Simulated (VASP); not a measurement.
The system is PbSe2 (fluorite type).

```
CELL_PARAMETERS angstrom
0.00000 3.29440 3.29440
3.29440 0.00000 3.29440
3.29440 3.29440 0.00000
ATOMIC_POSITIONS crystal
Pb 0.00000 0.00000 0.00000
Se 0.25000 0.25000 0.25000
Se 0.75000 0.75000 0.75000
```

- Program: VASP 6.6.1
- Task: relaxation of cell and atoms
- Functional: PBE
- Potentials or basis: VASP PAW PBE potentials, release 64 (Pb_d, Se)
- Cutoff: 500 eV
- k mesh: 9 × 9 × 9
- Occupations: fermi-dirac, width 0.03 eV
- Spin: no spin polarisation

At the start: pressure 16.0 GPa; volume 23.84 Å³/atom.

Task: Where does the relaxation end?

Result: Over 4 steps the energy falls by 251.0 meV/atom and the volume is 30.17 Å³/atom (+26.6 %); space group Fm-3m (No. 225, to 0.1 Å) before and after.

The path:
```
step  energy change (eV)  largest force (eV/Å)  pressure (GPa)  volume (Å³)
   1              0.0000                0.0000           15.97        71.51
   2             -0.6696                0.0000           -2.86        99.02
   3             -0.7527                0.0000            0.17        90.05
   4             -0.7529                0.0000           -0.02        90.50
```

Final structure:
```
CELL_PARAMETERS angstrom
0.00000 3.56351 3.56351
3.56351 0.00000 3.56351
3.56351 3.56351 0.00000
ATOMIC_POSITIONS crystal
Pb 0.00000 0.00000 0.00000
Se 0.25000 0.25000 0.25000
Se 0.75000 0.75000 0.75000
```

Caveat: the volume moved by over 15 % at a fixed basis, so the end points are rough.
